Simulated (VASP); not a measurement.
A run of VASP 6.6.1 is set up as follows.

File INCAR:

```
SYSTEM = Bi
  ALGO = Fast
  EDIFF = 1E-6
  ENCUT = 520
  GGA = PE
  ISIF = 2
  ISMEAR = 0
  IVDW = 12
  LASPH = .TRUE.
  LCHARG = .FALSE.
  LREAL = .FALSE.
  LWAVE = .FALSE.
  NBANDS = 14
  NELM = 100
  PREC = Accurate
  SIGMA = 0.05
```

Contents of KPOINTS:

```
k-points
0
G
  10 10 10
  0 0 0
```

File POSCAR:

```
Bi
1.0
   -4.0871827200      4.0871827200      1.3161188800
    4.0871827200     -4.0871827200      1.3161188800
    4.0871827200      4.0871827200     -1.3161188800
Bi
1
Direct
    0.0000000000      0.0000000000      0.0000000000
```

Potentials or basis: VASP PAW PBE potentials, release 64 (Bi_d).

Command:

```bash
$ cat potpaw_PBE.64/Bi_d/POTCAR > POTCAR
$ mpirun -np 1 vasp_std > vasp.out
```

Question: Predict the pressure.

Answer: 3.0 GPa.

Question: Estimate the dispersion energy per atom.

Answer: -0.151 eV.

Stress tensor (GPa, compression positive):
```
-0.74  0.00  0.00
 0.00 -0.74  0.00
 0.00  0.00 10.41
```

Caveat: the cell differs from its parent crystal (strain -0.040 along x and y, -0.080 along z); pairwise dispersion overbinds metals, which lowers pressure and volume.
